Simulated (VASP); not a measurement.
# I (I4/mmm) in VASP: a series of runs

The runs below take I through single point, with PBE, PBEsol.

Everything below comes from runs of VASP 6.6.1. Logs are shortened: lines on timing, memory, paths and dates and some standing lists are left out, and cuts for length are marked.

## Step 1: The cell of the first run

It takes space group I4/mmm (No. 139, tetragonal). Conventional cell: a = 3.337 Å, b = 3.337 Å, c = 8.288 Å, α = 90.00°, β = 90.00°, γ = 90.00°. I (site symmetry 4/mmm) has 4 I at 3.34 Å within 4.4 Å.

## Step 2: Single point, PBE (strained)

Contents of INCAR:

```
PREC = Accurate
ENCUT = 520
EDIFF = 1E-6
ISMEAR = 0
SIGMA = 0.1
LREAL = False
LASPH = True
NELM = 100
ALGO = Normal
ISIF = 2
LWAVE = False
LCHARG = False
GGA = PE
NBANDS = 10
```

Contents of KPOINTS:

```
regular mesh
0
Gamma
  18 18 18
```

Contents of POSCAR:

```
I
1.0
   -1.6685999587      1.6685999587      4.1437727490
    1.6685999587     -1.6685999587      4.1437727490
    1.6685999587      1.6685999587     -4.1437727490
I
1
Direct
    0.0000000000      0.0000000000      0.0000000000
```

Potentials or basis: VASP PAW PBE potentials, release 64 (I).

Launch:

```bash
$ cat potpaw_PBE.64/I/POTCAR > POTCAR
$ mpirun -np 1 vasp_std > vasp.out
```

OUTCAR:

```text
PREC = Accurate
   ENCUT = 520
   EDIFF = 1E-6
   ISMEAR = 0
   LREAL = False
   LASPH = True
   NELM = 100
   ISIF = 2
   GGA = PE

 ion  position               nearest neighbor table
   1  0.000  0.000  0.000-

  LATTYP: Found a body centered tetragonal cell.
 ALAT       =     3.3371999174
 C/A-ratio  =     2.4833829867

  Lattice vectors:

 A1 = (  -1.6685999587,   1.6685999587,   4.1437727490)
 A2 = (   1.6685999587,  -1.6685999587,   4.1437727490)
 A3 = (   1.6685999587,   1.6685999587,  -4.1437727490)

Analysis of symmetry for initial positions (statically):
=====================================================================
 Subroutine PRICEL returns:
 Original cell was already a primitive cell.

 Routine SETGRP: Setting up the symmetry group for a
 body centered tetragonal supercell.

 Subroutine GETGRP returns: Found 16 space group operations
 (whereof 16 operations were pure point group operations)
 out of a pool of 16 trial point group operations.

The static configuration has the point symmetry D_4h.

Analysis of symmetry for dynamics (positions and initial velocities):
=====================================================================
 Subroutine PRICEL returns:
 Original cell was already a primitive cell.

 Routine SETGRP: Setting up the symmetry group for a
 body centered tetragonal supercell.

 Subroutine GETGRP returns: Found 16 space group operations
 (whereof 16 operations were pure point group operations)
 out of a pool of 16 trial point group operations.

The dynamic configuration has the point symmetry D_4h.

 Subroutine INISYM returns: Found 16 space group operations
 (whereof 16 operations are pure point group operations),
 and found     1 'primitive' translations

----------------------------------------------------------------------------------------

                                     Primitive cell

  volume of cell :      46.1488

  direct lattice vectors                    reciprocal lattice vectors
    -1.668599959  1.668599959  4.143772749     0.000000000  0.299652411  0.120662988
     1.668599959 -1.668599959  4.143772749     0.299652411  0.000000000  0.120662988
     1.668599959  1.668599959 -4.143772749     0.299652411  0.299652411  0.000000000

  length of vectors
     4.768574655  4.768574655  4.768574655     0.323034246  0.323034246  0.423772503

  position of ions in fractional coordinates (direct lattice)
     0.000000000  0.000000000  0.000000000

  ion indices of the primitive-cell ions
   primitive index   ion index
                 1           1

----------------------------------------------------------------------------------------

 KPOINTS: regular mesh

Automatic generation of k-mesh.
 Grid dimensions read from file:
 generate k-points for:   18   18   18

 Generating k-lattice:

  Cartesian coordinates                     Fractional coordinates (reciprocal lattice)
     0.000000000  0.016647356  0.006703499     0.055555556  0.000000000  0.000000000
     0.016647356  0.000000000  0.006703499     0.000000000  0.055555556  0.000000000
     0.016647356  0.016647356  0.000000000     0.000000000  0.000000000  0.055555556

  Length of vectors
     0.017946347  0.017946347  0.023542917

  Shift w.r.t. Gamma in fractional coordinates (k-lattice)
     0.000000000  0.000000000  0.000000000

 Subroutine IBZKPT returns following result:
 ===========================================

 Found    480 irreducible k-points:

 Following reciprocal coordinates:
            Coordinates               Weight
  0.000000  0.000000  0.000000      1.000000
  0.055556  0.000000 -0.000000      8.000000
  0.111111  0.000000 -0.000000      8.000000
  0.166667  0.000000  0.000000      8.000000
  0.222222  0.000000  0.000000      8.000000
  0.277778  0.000000 -0.000000      8.000000
[... 16 lines left out ...]
 -0.277778  0.055556  0.000000     16.000000
 -0.222222  0.055556  0.000000     16.000000
 [... further k-points ...]
   k-points           NKPTS =    480   k-points in BZ     NKDIM =    480   number of bands    NBANDS=     10
   number of dos      NEDOS =    301   number of ions     NIONS =      1
   total plane-waves  NPLWV =  46656
   dimension x,y,z NGX =    36 NGY =   36 NGZ =   36
   dimension x,y,z NGXF=    72 NGYF=   72 NGZF=   72
   ions per type =               1
   NGX,Y,Z   is equivalent  to a cutoff of  12.55, 12.55, 12.55 a.u.
   NGXF,Y,Z  is equivalent  to a cutoff of  25.10, 25.10, 25.10 a.u.
 SYSTEM =  unknown system
   PREC   = accura    normal or accurate (medium, high low for compatibility)
   ISTART =      0    job   : 0-new  1-cont  2-samecut
   ICHARG =      2    charge: 1-file 2-atom 10-const
   ISPIN  =      1    spin polarized calculation?
   LNONCOLLINEAR =      F non collinear calculations
   LSORBIT =      F    spin-orbit coupling
   LASPH  =      T    aspherical Exc in radial PAW
   ENCUT  =  520.0 eV  38.22 Ry    6.18 a.u.   8.87  8.87  8.87*2*pi/ulx,y,z
   NELM   =    100;   NELMIN=  2; NELMDL= -5     # of ELM steps
   EDIFF  = 0.1E-05   stopping-criterion for ELM
   LREAL  =      F    real-space projection
   EDIFFG = 0.1E-04   stopping-criterion for IOM
   NSW    =      0    number of steps for IOM
   IBRION =     -1    ionic relax: 0-MD 1-quasi-New 2-CG
   NFREE  =      0    steps in history (QN), initial steepest desc. (CG)
   ISIF   =      2    stress and relaxation
   ISYM   =      2    0-nonsym 1-usesym 2-fastsym
   POTIM  = 0.5000    time-step for ionic-motion
   TEBEG  =    0.0;   TEEND  =   0.0 temperature during run
   PSTRESS=    0.0 pullay stress
   NELECT =       7.0000    total number of electrons
   NUPDOWN=      -1.0000    fix difference up-down
   EMIN   =  10.00;   EMAX   =-10.00  energy-range for DOS
   EFERMI =   0.00;   METHOD = LEGACY
   ISMEAR =     0;   SIGMA  =   0.10  broadening in eV -4-tet -1-fermi 0-gaus
   EFERMI_NEDOS =   21; number of points for ismear=-14 and -15
   IALGO  =     38    algorithm
   IMIX   =      4    mixing-type and parameters
     AMIX     =   0.40;   BMIX     =  1.00
     AMIX_MAG =   1.60;   BMIX_MAG =  1.00
  volume/ion in A,a.u.               =      46.15       311.43
  Fermi-wavevector in a.u.,A,eV,Ry     =   0.873080  1.649882 10.371296  0.762269
  Thomas-Fermi vector in A             =   1.992420
   LORBIT       =      0    0 simple, 1 ext, 2 COOP (PROOUT), +10 PAW based schemes
   GGA     = PE    functional components
   LHFCALC =     F    Hartree Fock is set to
   AEXX    =    0.0000 exact exchange contribution
   IVDW    =     0    specifies the selected vdW correction
   LEPSILON=     F    determine dielectric tensor
   LRPA    =     F    only Hartree local field effects (RPA)
 non-spin polarized calculation
 Gauss-broadening in eV      SIGMA  =   0.10
  energy-cutoff  :      520.00
  volume of cell :       46.15
 maximum number of plane-waves:      1260
   NGX = 17   NGY = 17   NGZ = 17

 number of electron       7.0000000 magnetization

 Free energy of the ion-electron system (eV)
  ---------------------------------------------------
  ext. energy  EPLUGINS =         0.00000000
  ---------------------------------------------------
  free energy    TOTEN  =        -1.38978895 eV

  energy without entropy =       -1.38592526  energy(sigma->0) =       -1.38785711

 E-fermi :   2.0255     XC(G=0):  -7.6834

 val. band max:        2.0097909750   @ k =  -0.3889  -0.4444   0.2778
 cond. band min:       2.0259231373   @ k =  -0.3333  -0.3889   0.2222
 fundamental gap:      0.0161321623
 Fermi energy:         2.0254905800

 k-point     1 :       0.0000    0.0000    0.0000
  band No.  band energies     occupation
      1     -11.1023      2.00000
      2       0.3902      2.00000
      3       2.8564      0.00000
      4       2.8564      0.00000
      5       6.7981      0.00000
      6       9.6763      0.00000
      7      10.0875      0.00000
      8      14.3020      0.00000
      9      14.3020      0.00000
     10      14.5212      0.00000

 k-point     2 :       0.0556    0.0000   -0.0000
  band No.  band energies     occupation
      1     -11.0752      2.00000
      2       0.3940      2.00000
      3       2.5925      0.00000
      4       2.8757      0.00000
      5       6.8917      0.00000
      6       9.8079      0.00000
      7      10.2948      0.00000
      8      13.2911      0.00000
      9      14.3460      0.00000
     10      14.9747      0.00000

 k-point     3 :       0.1111    0.0000   -0.0000
  band No.  band energies     occupation
      1     -10.9955      2.00000
      2       0.4052      2.00000
      3       1.9339      1.80490
      4       2.9318      0.00000
      5       7.1342      0.00000
      6       9.9568      0.00000
      7      11.0494      0.00000
      8      12.2031      0.00000
      9      14.4766      0.00000
     10      15.1901      0.00000

 k-point     4 :       0.1667    0.0000    0.0000
  band No.  band energies     occupation
      1     -10.8679      2.00000
      2       0.4174      2.00000
      3       1.1076      2.00000
      4       3.0202      0.00000
      5       7.4711      0.00000
      6      10.0991      0.00000
      7      11.1887      0.00000
      8      12.2501      0.00000
      9      14.6879      0.00000
     10      15.4565      0.00000

 k-point     5 :       0.2222    0.0000    0.0000
  band No.  band energies     occupation
      1     -10.7014      2.00000
      2       0.1604      2.00000
      3       0.5309      2.00000
      4       3.1328      0.00000
      5       7.8330      0.00000
      6      10.2237      0.00000
      7      10.5158      0.00000
      8      13.5398      0.00000
      9      14.9545      0.00000
     10      15.7946      0.00000

 k-point     6 :       0.2778    0.0000   -0.0000
  band No.  band energies     occupation
      1     -10.5097      2.00000
      2      -0.6209      2.00000
      3       0.5426      2.00000
      4       3.2581      0.00000
      5       8.0448      0.00000
      6      10.0554      0.00000
      7      10.5648      0.00000
      8      14.7191      0.00000
      9      14.9686      0.00000
     10      15.5362      0.00000
[... 183 lines left out ...]
 k-point    21 :      -0.3889    0.0556    0.0000
  band No.  band energies     occupation
      1     -10.1181      2.00000
      2      -1.8374      2.00000
      3       0.7144      2.00000
      4       3.2560      0.00000
      5       7.7008      0.00000
      6      10.5906      0.00000
      7      11.3410      0.00000
      8      13.1481      0.00000
      9      15.2039      0.00000
     10      15.6704      0.00000

 k-point    22 :      -0.3333    0.0556    0.0000
  band No.  band energies     occupation
      1     -10.2943      2.00000
      2      -1.2862      2.00000
      3       0.6814      2.00000
      4       3.1469      0.00000
      5       7.9662      0.00000
      6       9.9975      0.00000
      7      11.0897      0.00000
      8      13.5961      0.00000
      9      14.8520      0.00000
     10      15.9238      0.00000

 k-point    23 :      -0.2778    0.0556    0.0000
  band No.  band energies     occupation
      1     -10.4910      2.00000
      2      -0.5810      2.00000
      3       0.6371      2.00000
      4       3.0182      0.00000
      5       8.0282      0.00000
      6       9.8667      0.00000
      7      10.8457      0.00000
      8      14.0105      0.00000
      9      14.4512      0.00000
     10      15.3668      0.00000

 k-point    24 :      -0.2222    0.0556    0.0000
  band No.  band energies     occupation
      1     -10.6819      2.00000
      2       0.2189      2.00000
      3       0.6023      2.00000
      4       2.8870      0.00000
      5       7.7603      0.00000
      6      10.3215      0.00000
      7      10.6391      0.00000
      8      13.5125      0.00000
      9      13.9814      0.00000
     10      15.3744      0.00000

 [... further k-points ...]

------------------------ aborting loop because EDIFF is reached ----------------------------------------

  FORCE on cell =-STRESS in cart. coord.  units (eV):
  Direction    XX          YY          ZZ          XY          YZ          ZX
  --------------------------------------------------------------------------------------
  -------------------------------------------------------------------------------------
  Total       -0.7382234     -0.7382234      0.0850501      0.0000000      0.0000000      0.0000000
  in kB      -25.6293742    -25.6293742      2.9527397      0.0000000      0.0000000      0.0000000
  external PRESSURE =     -16.1020029 kB  Pullay stress =       0.0000000 kB

 VOLUME and BASIS-vectors are now :
 -----------------------------------------------------------------------------
  energy-cutoff  :      520.00
  volume of cell :       46.15
      direct lattice vectors                 reciprocal lattice vectors
    -1.668599959  1.668599959  4.143772749     0.000000000  0.299652411  0.120662988
     1.668599959 -1.668599959  4.143772749     0.299652411  0.000000000  0.120662988
     1.668599959  1.668599959 -4.143772749     0.299652411  0.299652411  0.000000000

 POSITION                                       TOTAL-FORCE (eV/Angst)
 -----------------------------------------------------------------------------------
      0.00000      0.00000      0.00000        -0.000000     -0.000000     -0.000000
 -----------------------------------------------------------------------------------
    total drift:                                0.000000      0.000000     -0.000000

  FREE ENERGIE OF THE ION-ELECTRON SYSTEM (eV)
  ---------------------------------------------------
  free  energy   TOTEN  =        -1.3897889478 eV

  energy  without entropy=       -1.3859252646  energy(sigma->0) =       -1.38785711
```

Run time: 8.4 min. Hardware: 1 thread of AMD EPYC 7R13, shared host; peak memory 0.33 GiB.

Results:

| Quantity | Value |
| --- | --- |
| Free energy | -1.3898 eV |
| Pressure | -1.6 GPa |

Caveat: the cell differs from its parent crystal (strained); spin-orbit coupling is left out, which moves the levels of the heavy elements; an odd number of electrons without spin polarisation forces a metal; a magnetic or distorted state may lie lower.

## Step 3: Single point, PBE (strained)

Contents of INCAR:

```
ALGO = Normal ; EDIFF = 1E-6
ENCUT = 520 ; GGA = PE
ISIF = 2 ; ISMEAR = 0
LASPH = T ; LCHARG = T
LELF = T ; LREAL = F
LVHAR = T ; LWAVE = F
NBANDS = 10 ; NELM = 100
PREC = Accurate ; SIGMA = 0.1
```

Contents of KPOINTS:

```
k-points
0
Gamma
  18 18 18
```

Contents of POSCAR:

```
I
1.0
   -1.6424456952      1.6424456952      4.2667271636
    1.6424456952     -1.6424456952      4.2667271636
    1.6424456952      1.6424456952     -4.2667271636
I
1
Direct
    0.0000000000      0.0000000000      0.0000000000
```

Potentials or basis: VASP PAW PBE potentials, release 64 (I).

Launch:

```bash
$ cat potpaw_PBE.64/I/POTCAR > POTCAR
$ mpirun -np 1 vasp_std > vasp.out
```

Run time: 6.5 min. Hardware: 1 thread of AMD EPYC 7R13, shared host; peak memory 0.33 GiB.

It converged, with:

* Free energy: -1.4098 eV
* Pressure: -0.8 GPa

Stress tensor (GPa, compression positive):
```
-1.36  0.00  0.00
 0.00 -1.36  0.00
 0.00  0.00  0.17
```

Levels at points of the mesh, in eV from the Fermi level:
| k point | band 2 | band 3 | band 4 | band 5 | band 6 | band 7 |
| --- | --- | --- | --- | --- | --- | --- |
| (0.00, 0.00, 0.00) | -1.97 | 0.88 | 0.88 | 4.51 | 7.53 | 8.03 |
| (0.50, 0.00, 0.00) | -4.67 | -1.48 | 1.70 | 5.17 | 9.37 | 10.02 |
| (0.50, 0.50, 0.00) | -3.62 | -3.46 | -0.42 | 4.34 | 6.70 | 9.44 |
| (0.50, 0.50, 0.50) | -3.33 | 0.77 | 0.77 | 7.22 | 7.46 | 9.43 |

Caveat: the cell differs from its parent crystal (strained); spin-orbit coupling is left out, which moves the levels of the heavy elements; an odd number of electrons without spin polarisation forces a metal; a magnetic or distorted state may lie lower.

## Step 4: Single point, PBE (strained)

Contents of INCAR:

```
  ALGO = Normal
  EDIFF = 1E-6
  ENCUT = 520
  GGA = PE
  ISIF = 2
  ISMEAR = 0
  LASPH = T
  LCHARG = F
  LREAL = F
  LWAVE = F
  NBANDS = 10
  NELM = 60
  PREC = Accurate
  SIGMA = 0.1
```

Contents of KPOINTS:

```
k-points
0
Gamma
  16 16 16
```

Contents of POSCAR:

```
I
1.0
   -1.7107508621      1.7107508621      4.1269694054
    1.7107508621     -1.7107508621      4.1269694054
    1.7107508621      1.7107508621     -4.1269694054
I
1
Direct
    0.0000000000      0.0000000000      0.0000000000
```

Potentials or basis: VASP PAW PBE potentials, release 64 (I).

Launch:

```bash
$ cat potpaw_PBE.64/I/POTCAR > POTCAR
$ mpirun -np 1 vasp_std > vasp.out
```

OUTCAR:

```text
EDIFF = 1E-6
   ENCUT = 520
   GGA = PE
   ISIF = 2
   ISMEAR = 0
   LASPH = T
   LREAL = F
   NELM = 60
   PREC = Accurate

 ion  position               nearest neighbor table
   1  0.000  0.000  0.000-

  LATTYP: Found a body centered tetragonal cell.
 ALAT       =     3.4215017242
 C/A-ratio  =     2.4123731262

  Lattice vectors:

 A1 = (  -1.7107508621,   1.7107508621,   4.1269694054)
 A2 = (   1.7107508621,  -1.7107508621,   4.1269694054)
 A3 = (   1.7107508621,   1.7107508621,  -4.1269694054)

[... 490 lines left out ...]

 [... further k-points ...]

------------------------ aborting loop because EDIFF is reached ----------------------------------------

  FORCE on cell =-STRESS in cart. coord.  units (eV):
  Direction    XX          YY          ZZ          XY          YZ          ZX
  --------------------------------------------------------------------------------------
  -------------------------------------------------------------------------------------
  Total       -1.2057405     -1.2057405      0.0957465      0.0000000      0.0000000      0.0000000
  in kB      -39.9852365    -39.9852365      3.1751811      0.0000000      0.0000000      0.0000000
  external PRESSURE =     -25.5984306 kB  Pullay stress =       0.0000000 kB

 VOLUME and BASIS-vectors are now :
 -----------------------------------------------------------------------------
  energy-cutoff  :      520.00
  volume of cell :       48.31
      direct lattice vectors                 reciprocal lattice vectors
    -1.710750862  1.710750862  4.126969405     0.000000000  0.292269325  0.121154278
     1.710750862 -1.710750862  4.126969405     0.292269325  0.000000000  0.121154278
     1.710750862  1.710750862 -4.126969405     0.292269325  0.292269325  0.000000000

 POSITION                                       TOTAL-FORCE (eV/Angst)
 -----------------------------------------------------------------------------------
      0.00000      0.00000      0.00000         0.000000     -0.000000      0.000000
 -----------------------------------------------------------------------------------
    total drift:                                0.000000      0.000000     -0.000000

  FREE ENERGIE OF THE ION-ELECTRON SYSTEM (eV)
  ---------------------------------------------------
  free  energy   TOTEN  =        -1.3466096081 eV

  energy  without entropy=       -1.3444491186  energy(sigma->0) =       -1.34552936
```

OSZICAR:

```text
N       E                     dE             d eps       ncg     rms          rms(c)
DAV:   1     0.214326409375E+02    0.21433E+02   -0.23341E+03  6980   0.479E+02
DAV:   2    -0.260402601074E+00   -0.21693E+02   -0.20980E+02  8856   0.800E+01
DAV:   3    -0.136995118333E+01   -0.11095E+01   -0.11008E+01  8718   0.187E+01
DAV:   4    -0.138246601067E+01   -0.12515E-01   -0.12512E-01  8918   0.245E+00
DAV:   5    -0.138266415333E+01   -0.19814E-03   -0.19814E-03  8974   0.287E-01    0.318E+00
DAV:   6    -0.135705086211E+01    0.25613E-01   -0.20584E-02  7788   0.665E-01    0.197E+00
DAV:   7    -0.134654571221E+01    0.10505E-01   -0.41008E-02  7698   0.960E-01    0.191E-01
DAV:   8    -0.134660505268E+01   -0.59340E-04   -0.14490E-03  7716   0.238E-01    0.219E-02
DAV:   9    -0.134660627828E+01   -0.12256E-05   -0.22581E-05  8866   0.334E-02    0.123E-02
DAV:  10    -0.134660928638E+01   -0.30081E-05   -0.41997E-06  7848   0.125E-02    0.190E-03
DAV:  11    -0.134660960810E+01   -0.32171E-06   -0.21839E-07  7800   0.271E-03
   1 F= -.13466096E+01 E0= -.13455294E+01  d E =-.216049E-02
```

stdout:

```text
POSCAR found type information on POSCAR I
 POSCAR found :  1 types and       1 ions
 scaLAPACK will be used
 LDA part: xc-table for (Slater+PW92), standard interpolation
 POSCAR, INCAR and KPOINTS ok, starting setup
 FFT: planning ... GRIDC
 FFT: planning ... GRID_SOFT
 FFT: planning ... GRID
 WAVECAR not read
 entering main loop
```

Run time: 2.7 min. Hardware: 1 thread of Oxide Virtual Turin-like, shared host; peak memory 0.29 GiB.

What came out:

```yaml
Free_energy: -1.3466 eV
Pressure: -2.6 GPa
```

Stress tensor (GPa, compression positive):
```
-4.00  0.00  0.00
 0.00 -4.00  0.00
 0.00  0.00  0.32
```

Caveat: the cell differs from its parent crystal (strained); spin-orbit coupling is left out, which moves the levels of the heavy elements; an odd number of electrons without spin polarisation forces a metal; a magnetic or distorted state may lie lower.

(Continued in part 2 of 2.)
